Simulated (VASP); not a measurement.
# Ga3Sb: single point with PBEsol

The system is Ga3Sb.

```
CELL_PARAMETERS angstrom
-2.18255 2.07608 4.54529
2.18255 -2.07608 4.54529
2.18255 2.07608 -4.54529
ATOMIC_POSITIONS crystal
Ga 0.75000 0.25000 0.50000
Ga 0.25000 0.75000 0.50000
Ga 0.50000 0.50000 0.00000
Sb 0.00000 0.00000 0.00000
```

This cell differs from its parent crystal: strain +0.0250 x Voigt [1, -1, 0, 0, 0, 0].

```
Program                : VASP 6.6.1
Task                   : single point
Functional             : PBEsol
Potentials or basis    : VASP PAW PBE potentials, release 64 (Ga_d, Sb)
Cutoff                 : 520 eV
k mesh                 : 16 × 16 × 16
Occupations            : gaussian, width 0.15 eV
Spin                   : no spin polarisation
Dipole correction      : no
Further INCAR settings : ALGO = Fast; EDIFF = 1e-07; NBANDS = 30
```

```
Pressure               : 0.2 GPa
Largest force          : 0.051 eV/Å
Band gap on the k mesh : zero (bands 22 and 23 overlap by 4.85 eV)
```

Forces on the atoms (eV/Å):
```
Ga   0.000  0.000  0.051
Ga   0.000  0.000 -0.051
Ga   0.000  0.000  0.000
Sb   0.000  0.000  0.000
```

Stress tensor (GPa, compression positive):
```
0.35 0.00 0.00
0.00 0.05 0.00
0.00 0.00 0.05
```

Levels at points of the mesh, in eV from the Fermi level:
```
           k point  band 19  band 20  band 21  band 22  band 23  band 24  band 25  band 26
(0.00, 0.00, 0.00)    -2.87    -2.21    -1.92    -1.62    -0.74    -0.11     0.87     1.04
(0.50, 0.00, 0.00)    -5.04    -1.28    -0.85    -0.61     0.05     1.70     3.03     3.16
(0.00, 0.50, 0.00)    -5.26    -0.94    -0.16    -0.04     0.47     1.93     3.07     3.58
(0.50, 0.50, 0.00)    -5.22    -5.07    -4.44    -0.24     0.28     0.34     1.10     7.05
(0.50, 0.50, 0.50)    -3.57    -2.97    -2.37     2.33     2.70     3.28     4.05     4.78
```

It took 60 min on 1 thread of Oxide Virtual Turin-like Processor, with other jobs on the host, peak memory 1.2 GiB.

Caveat: the cell differs from its parent crystal (strain +0.0250 x Voigt [1, -1, 0, 0, 0, 0]); the PAW data sets were made with another functional, which shifts forces and pressure a little; spin-orbit coupling is left out, which moves the levels of the heavy elements.
